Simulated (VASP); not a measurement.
# ZnS: single point with r2SCAN+D3(BJ)

**Measured values to compare with.**

From “Electronic, vibrational, and thermodynamic properties of ZnS (zincblende and rocksalt structure)”, 2009, arxiv:0911.5022, for a bulk crystal of ZnS at 19 K: band gap 3.85 eV (direct).

The system is ZnS.

```
Zn S
1.0
     0.00000    2.68387    2.68387
     2.68387    0.00000    2.68387
     2.68387    2.68387    0.00000
Zn S
1 1
Direct
  0.75000 0.75000 0.75000
  0.00000 0.00000 0.00000
```

- Program: VASP 6.6.1
- Task: single point
- Functional: r2SCAN
- Dispersion: D3(BJ)
- Potentials or basis: VASP PAW PBE potentials, release 64 (Zn, S)
- Cutoff: 520 eV
- k mesh: 9 × 9 × 9
- Occupations: fermi-dirac, width 0.05 eV
- Spin: no spin polarisation
- Dipole correction: no
- Further INCAR settings: ALGO = Normal; EDIFF = 1e-06; NBANDS = 16

- Pressure: -0.3 GPa
- Band gap on the k mesh: 2.77 eV, direct
- Dispersion energy per atom: -0.149 eV

Levels at points of the mesh, in eV from the valence-band top:
```
           k point  band 5  band 6  band 7  band 8  band 9  band 10  band 11  band 12  band 13  band 14
(0.00, 0.00, 0.00)   -6.01   -6.01    0.00    0.00    0.00     2.77     6.89     6.89     6.89    12.33
```

Wall time 41 s on 1 thread of AMD EPYC 9R45 96-Core Processor (Zen 5), with other jobs on the host, peak memory 0.15 GiB.

Measured gap of ZnS: 3.85 eV (direct; 19 K; quoted in “Electronic, vibrational, and thermodynamic properties of ZnS (zincblende and rocksalt structure)”, 2009, arxiv:0911.5022). This calculation gives 2.77 eV (-1.08 eV). The value is that of r2SCAN+D3(BJ), without temperature or zero-point motion.

Caveat: the PAW data sets were made with another functional, which shifts forces and pressure a little.
